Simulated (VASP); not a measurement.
# WS2 (P4/mmm) in VASP: notebook

WS2 is run at these levels: PBE; tasks: single point.

All numbers are computed with VASP 6.6.1; they aren't measurements. Logs are shortened: lines on timing, memory, paths and dates and some standing lists are left out, and cuts for length are marked.

### 1 The cell of the first run

The structure is tetragonal, space group P4/mmm (No. 123). The conventional cell has a = 3.051 Å, b = 3.051 Å, c = 6.324 Å, α = 90.00°, β = 90.00°, γ = 90.00°. W (site symmetry 4/mmm) has 8 S at 2.81 Å and 4 W at 3.05 Å within 3.7 Å. Within 3.6 Å of S (site symmetry 4mm) lie 6 S at 2.73 to 3.60 Å and 4 W at 2.81 Å.

### 2 Single point, PBE

INCAR

```
SYSTEM = WS2
PREC = Accurate ; ENCUT = 520
EDIFF = 1E-7 ; ISMEAR = 0
SIGMA = 0.1 ; LREAL = .False.
LASPH = .True. ; NELM = 100
ALGO = Normal ; ISIF = 2
LWAVE = .False. ; LCHARG = .True.
GGA = PE ; LELF = .True.
LVHAR = .True. ; NBANDS = 20
```

KPOINTS

```
regular mesh
0
Gamma
  6 6 4
  0 0 0
```

POSCAR

```
WS2
1.0
    3.0506631800      0.0000000000      0.0000000000
    0.0000000000      3.0506631800      0.0000000000
    0.0000000000      0.0000000000      6.3241450900
W S
1 2
Direct
    0.0000000000      0.0000000000      0.0000000000
    0.5000000000      0.5000000000      0.2843227100
    0.5000000000      0.5000000000      0.7156772900
```

Potentials or basis: VASP PAW PBE potentials, release 64 (W_sv, S).

Run with:

```
cat potpaw_PBE.64/W_sv/POTCAR potpaw_PBE.64/S/POTCAR > POTCAR
mpirun -np 1 vasp_std > vasp.out
```

OUTCAR:

```text
SYSTEM = WS2
   PREC = Accurate
   ENCUT = 520
   EDIFF = 1E-7
   ISMEAR = 0
   LREAL = .False.
   LASPH = .True.
   NELM = 100
   ISIF = 2
   GGA = PE

 ion  position               nearest neighbor table
   1  0.000  0.000  0.000-   2 2.81   3 2.81   2 2.81   3 2.81   2 2.81   3 2.81   2 2.81   3 2.81

   2  0.500  0.500  0.284-   3 2.73   1 2.81   1 2.81   1 2.81   1 2.81
   3  0.500  0.500  0.716-   2 2.73   1 2.81   1 2.81   1 2.81   1 2.81

  LATTYP: Found a simple tetragonal cell.
 ALAT       =     3.0506631800
 C/A-ratio  =     2.0730394399

  Lattice vectors:

 A1 = (   3.0506631800,   0.0000000000,   0.0000000000)
 A2 = (   0.0000000000,   3.0506631800,   0.0000000000)
 A3 = (   0.0000000000,   0.0000000000,   6.3241450900)

Analysis of symmetry for initial positions (statically):
=====================================================================
 Subroutine PRICEL returns:
 Original cell was already a primitive cell.

 Routine SETGRP: Setting up the symmetry group for a
 simple tetragonal supercell.

 Subroutine GETGRP returns: Found 16 space group operations
 (whereof 16 operations were pure point group operations)
 out of a pool of 16 trial point group operations.

The static configuration has the point symmetry D_4h.

Analysis of symmetry for dynamics (positions and initial velocities):
=====================================================================
 Subroutine PRICEL returns:
 Original cell was already a primitive cell.

 Routine SETGRP: Setting up the symmetry group for a
 simple tetragonal supercell.

 Subroutine GETGRP returns: Found 16 space group operations
 (whereof 16 operations were pure point group operations)
 out of a pool of 16 trial point group operations.

The dynamic configuration has the point symmetry D_4h.

 Subroutine INISYM returns: Found 16 space group operations
 (whereof 16 operations are pure point group operations),
 and found     1 'primitive' translations

----------------------------------------------------------------------------------------

                                     Primitive cell

  volume of cell :      58.8559

  direct lattice vectors                    reciprocal lattice vectors
     3.050663180  0.000000000  0.000000000     0.327797577  0.000000000  0.000000000
     0.000000000  3.050663180  0.000000000     0.000000000  0.327797577  0.000000000
     0.000000000  0.000000000  6.324145090     0.000000000  0.000000000  0.158124139

  length of vectors
     3.050663180  3.050663180  6.324145090     0.327797577  0.327797577  0.158124139

  position of ions in fractional coordinates (direct lattice)
     0.000000000  0.000000000  0.000000000
     0.500000000  0.500000000  0.284322710
     0.500000000  0.500000000  0.715677290

  ion indices of the primitive-cell ions
   primitive index   ion index
                 1           1
                 2           2
                 3           3

----------------------------------------------------------------------------------------

 KPOINTS: regular mesh

Automatic generation of k-mesh.
 Grid dimensions read from file:
 generate k-points for:    6    6    4

 Generating k-lattice:

  Cartesian coordinates                     Fractional coordinates (reciprocal lattice)
     0.054632930  0.000000000  0.000000000     0.166666667  0.000000000  0.000000000
     0.000000000  0.054632930  0.000000000     0.000000000  0.166666667  0.000000000
     0.000000000  0.000000000  0.039531035     0.000000000  0.000000000  0.250000000

  Length of vectors
     0.054632930  0.054632930  0.039531035

  Shift w.r.t. Gamma in fractional coordinates (k-lattice)
     0.000000000  0.000000000  0.000000000

 Subroutine IBZKPT returns following result:
 ===========================================

 Found     30 irreducible k-points:

 Following reciprocal coordinates:
            Coordinates               Weight
  0.000000  0.000000  0.000000      1.000000
  0.166667  0.000000  0.000000      4.000000
  0.333333  0.000000  0.000000      4.000000
  0.500000  0.000000  0.000000      2.000000
  0.166667  0.166667  0.000000      4.000000
  0.333333  0.166667  0.000000      8.000000
[... 16 lines left out ...]
  0.333333  0.000000  0.500000      4.000000
  0.500000  0.000000  0.500000      2.000000
 [... further k-points ...]
   k-points           NKPTS =     30   k-points in BZ     NKDIM =     30   number of bands    NBANDS=     20
   number of dos      NEDOS =    301   number of ions     NIONS =      3
   total plane-waves  NPLWV =  27648
   dimension x,y,z NGX =    24 NGY =   24 NGZ =   48
   dimension x,y,z NGXF=    48 NGYF=   48 NGZF=   96
   ions per type =               1   2
   NGX,Y,Z   is equivalent  to a cutoff of  13.08, 13.08, 12.62 a.u.
   NGXF,Y,Z  is equivalent  to a cutoff of  26.16, 26.16, 25.24 a.u.
 SYSTEM =  WS2
   PREC   = accura    normal or accurate (medium, high low for compatibility)
   ISTART =      0    job   : 0-new  1-cont  2-samecut
   ICHARG =      2    charge: 1-file 2-atom 10-const
   ISPIN  =      1    spin polarized calculation?
   LNONCOLLINEAR =      F non collinear calculations
   LSORBIT =      F    spin-orbit coupling
   LASPH  =      T    aspherical Exc in radial PAW
   ENCUT  =  520.0 eV  38.22 Ry    6.18 a.u.   5.67  5.67 11.76*2*pi/ulx,y,z
   NELM   =    100;   NELMIN=  2; NELMDL= -5     # of ELM steps
   EDIFF  = 0.1E-06   stopping-criterion for ELM
   LREAL  =      F    real-space projection
   EDIFFG = 0.1E-05   stopping-criterion for IOM
   NSW    =      0    number of steps for IOM
   IBRION =     -1    ionic relax: 0-MD 1-quasi-New 2-CG
   NFREE  =      0    steps in history (QN), initial steepest desc. (CG)
   ISIF   =      2    stress and relaxation
   ISYM   =      2    0-nonsym 1-usesym 2-fastsym
   POTIM  = 0.5000    time-step for ionic-motion
   TEBEG  =    0.0;   TEEND  =   0.0 temperature during run
   PSTRESS=    0.0 pullay stress
   NELECT =      26.0000    total number of electrons
   NUPDOWN=      -1.0000    fix difference up-down
   EMIN   =  10.00;   EMAX   =-10.00  energy-range for DOS
   EFERMI =   0.00;   METHOD = LEGACY
   ISMEAR =     0;   SIGMA  =   0.10  broadening in eV -4-tet -1-fermi 0-gaus
   EFERMI_NEDOS =   21; number of points for ismear=-14 and -15
   IALGO  =     38    algorithm
   IMIX   =      4    mixing-type and parameters
     AMIX     =   0.40;   BMIX     =  1.00
     AMIX_MAG =   1.60;   BMIX_MAG =  1.00
  volume/ion in A,a.u.               =      19.62       132.39
  Fermi-wavevector in a.u.,A,eV,Ry     =   1.246816  2.356141 21.150951  1.554551
  Thomas-Fermi vector in A             =   2.380977
   LORBIT       =      0    0 simple, 1 ext, 2 COOP (PROOUT), +10 PAW based schemes
   GGA     = PE    functional components
   LHFCALC =     F    Hartree Fock is set to
   AEXX    =    0.0000 exact exchange contribution
   IVDW    =     0    specifies the selected vdW correction
   LEPSILON=     F    determine dielectric tensor
   LRPA    =     F    only Hartree local field effects (RPA)
 non-spin polarized calculation
 Gauss-broadening in eV      SIGMA  =   0.10
  energy-cutoff  :      520.00
  volume of cell :       58.86
 maximum number of plane-waves:      1612
 NGX is ok and might be reduce to    24
   NGX = 11   NGY = 11   NGZ = 23

 number of electron      25.9999994 magnetization

 Free energy of the ion-electron system (eV)
  ---------------------------------------------------
  ext. energy  EPLUGINS =         0.00000000
  ---------------------------------------------------
  free energy    TOTEN  =       -20.21481414 eV

  energy without entropy =      -20.20338670  energy(sigma->0) =      -20.20910042

 E-fermi :   6.3198     XC(G=0): -10.6674

 val. band max:        6.3073123789   @ k =   0.5000   0.3333   0.0000
 cond. band min:       6.3212640181   @ k =   0.3333   0.3333   0.5000
 fundamental gap:      0.0139516392
 Fermi energy:         6.3198003333

 k-point     1 :       0.0000    0.0000    0.0000
  band No.  band energies     occupation
      1     -68.5726      2.00000
      2     -32.7013      2.00000
      3     -32.4896      2.00000
      4     -32.4896      2.00000
      5      -8.2562      2.00000
      6      -6.7066      2.00000
[... 12 lines left out ...]
     19      14.0076      0.00000
     20      14.0697      0.00000

 k-point     2 :       0.1667    0.0000    0.0000
  band No.  band energies     occupation
      1     -68.5692      2.00000
      2     -32.6929      2.00000
      3     -32.5667      2.00000
      4     -32.4831      2.00000
      5      -7.9474      2.00000
      6      -6.5258      2.00000
[... 12 lines left out ...]
     19      14.1801      0.00000
     20      14.6837      0.00000

 k-point     3 :       0.3333    0.0000    0.0000
  band No.  band energies     occupation
      1     -68.5624      2.00000
      2     -32.7181      2.00000
      3     -32.6761      2.00000
      4     -32.4701      2.00000
      5      -7.1999      2.00000
      6      -6.1161      2.00000
[... 12 lines left out ...]
     19      13.1940      0.00000
     20      14.3181      0.00000

 k-point     4 :       0.5000    0.0000    0.0000
  band No.  band energies     occupation
      1     -68.5590      2.00000
      2     -32.7925      2.00000
      3     -32.6676      2.00000
      4     -32.4636      2.00000
      5      -6.7132      2.00000
      6      -5.8787      2.00000
[... 12 lines left out ...]
     19      12.1715      0.00000
     20      14.2100      0.00000

 k-point     5 :       0.1667    0.1667    0.0000
  band No.  band energies     occupation
      1     -68.5658      2.00000
      2     -32.6847      2.00000
      3     -32.5619      2.00000
      4     -32.5571      2.00000
      5      -7.6579      2.00000
      6      -6.3276      2.00000
[... 12 lines left out ...]
     19      14.8813      0.00000
     20      15.3862      0.00000

 k-point     6 :       0.3333    0.1667    0.0000
  band No.  band energies     occupation
      1     -68.5590      2.00000
      2     -32.7096      2.00000
      3     -32.6683      2.00000
      4     -32.5451      2.00000
      5      -6.9635      2.00000
      6      -5.8719      2.00000
[... 12 lines left out ...]
     19      13.5635      0.00000
     20      15.2103      0.00000

 k-point     7 :       0.5000    0.1667    0.0000
  band No.  band energies     occupation
      1     -68.5556      2.00000
      2     -32.7834      2.00000
      3     -32.6600      2.00000
      4     -32.5379      2.00000
      5      -6.5200      2.00000
      6      -5.6023      2.00000
[... 12 lines left out ...]
     19      12.3709      0.00000
     20      13.8527      0.00000
[... 277 lines left out ...]
 k-point    20 :       0.5000    0.5000    0.2500
  band No.  band energies     occupation
      1     -68.5454      2.00000
      2     -32.7558      2.00000
      3     -32.7558      2.00000
      4     -32.6370      2.00000
      5      -5.6850      2.00000
      6      -4.7185      2.00000
[... 12 lines left out ...]
     19      11.5056      0.00000
     20      11.5056      0.00000

 k-point    21 :       0.0000    0.0000    0.5000
  band No.  band energies     occupation
      1     -68.5726      2.00000
      2     -32.7013      2.00000
      3     -32.4896      2.00000
      4     -32.4896      2.00000
      5      -7.6720      2.00000
      6      -7.5493      2.00000
[... 12 lines left out ...]
     19      12.6439      0.00000
     20      13.2879      0.00000

 k-point    22 :       0.1667    0.0000    0.5000
  band No.  band energies     occupation
      1     -68.5692      2.00000
      2     -32.6929      2.00000
      3     -32.5667      2.00000
      4     -32.4831      2.00000
      5      -7.4686      2.00000
      6      -7.2194      2.00000
[... 12 lines left out ...]
     19      13.5318      0.00000
     20      15.3097      0.00000

 k-point    23 :       0.3333    0.0000    0.5000
  band No.  band energies     occupation
      1     -68.5623      2.00000
      2     -32.7181      2.00000
      3     -32.6761      2.00000
      4     -32.4701      2.00000
      5      -7.0001      2.00000
      6      -6.4139      2.00000
[... 12 lines left out ...]
     19      13.0990      0.00000
     20      14.8682      0.00000

 k-point    24 :       0.5000    0.0000    0.5000
  band No.  band energies     occupation
      1     -68.5590      2.00000
      2     -32.7925      2.00000
      3     -32.6677      2.00000
      4     -32.4636      2.00000
      5      -6.7225      2.00000
      6      -5.8778      2.00000
[... 12 lines left out ...]
     19      11.8761      0.00000
     20      14.1273      0.00000

 [... further k-points ...]

------------------------ aborting loop because EDIFF is reached ----------------------------------------

  FORCE on cell =-STRESS in cart. coord.  units (eV):
  Direction    XX          YY          ZZ          XY          YZ          ZX
  --------------------------------------------------------------------------------------
  -------------------------------------------------------------------------------------
  Total       -5.0607218     -5.0607218    -10.1280519      0.0000000      0.0000000     -0.0000000
  in kB     -137.7630344   -137.7630344   -275.7059613      0.0000000      0.0000000     -0.0000000
  external PRESSURE =    -183.7440101 kB  Pullay stress =       0.0000000 kB

 VOLUME and BASIS-vectors are now :
 -----------------------------------------------------------------------------
  energy-cutoff  :      520.00
  volume of cell :       58.86
      direct lattice vectors                 reciprocal lattice vectors
     3.050663180  0.000000000  0.000000000     0.327797577  0.000000000  0.000000000
     0.000000000  3.050663180  0.000000000     0.000000000  0.327797577  0.000000000
     0.000000000  0.000000000  6.324145090     0.000000000  0.000000000  0.158124139

 POSITION                                       TOTAL-FORCE (eV/Angst)
 -----------------------------------------------------------------------------------
      0.00000      0.00000      0.00000         0.000000     -0.000000      0.000000
      1.52533      1.52533      1.79810         0.000000      0.000000     -4.355722
      1.52533      1.52533      4.52605         0.000000      0.000000      4.355722
 -----------------------------------------------------------------------------------
    total drift:                                0.000000     -0.000000      0.000000

  FREE ENERGIE OF THE ION-ELECTRON SYSTEM (eV)
  ---------------------------------------------------
  free  energy   TOTEN  =       -20.2148141424 eV

  energy  without entropy=      -20.2033866987  energy(sigma->0) =      -20.20910042
```

It took 12 s on 1 thread of Intel Xeon 6975P-C (Granite Rapids), shared host; peak memory 0.18 GiB.

Results:

| Item | Value |
| --- | --- |
| Free energy | -20.2148 eV |
| Pressure | -18.4 GPa |
| Largest force | 4.356 eV/Å |
| Band gap on the k mesh | zero (band 13 reaches 7.19 eV, above the bottom of band 14 at 5.71 eV) |

Forces on the atoms (eV/Å):
```
W    0.000  0.000  0.000
S    0.000  0.000 -4.356
S    0.000  0.000  4.356
```

Stress tensor (GPa, compression positive):
```
-13.78   0.00   0.00
  0.00 -13.78   0.00
  0.00   0.00 -27.57
```

Caveat: spin-orbit coupling is left out, which moves the levels of the heavy elements; forces of over 1 eV/Å act on the atoms, so gaps and moduli don't describe the material at rest.

[end of part 1 of 2]
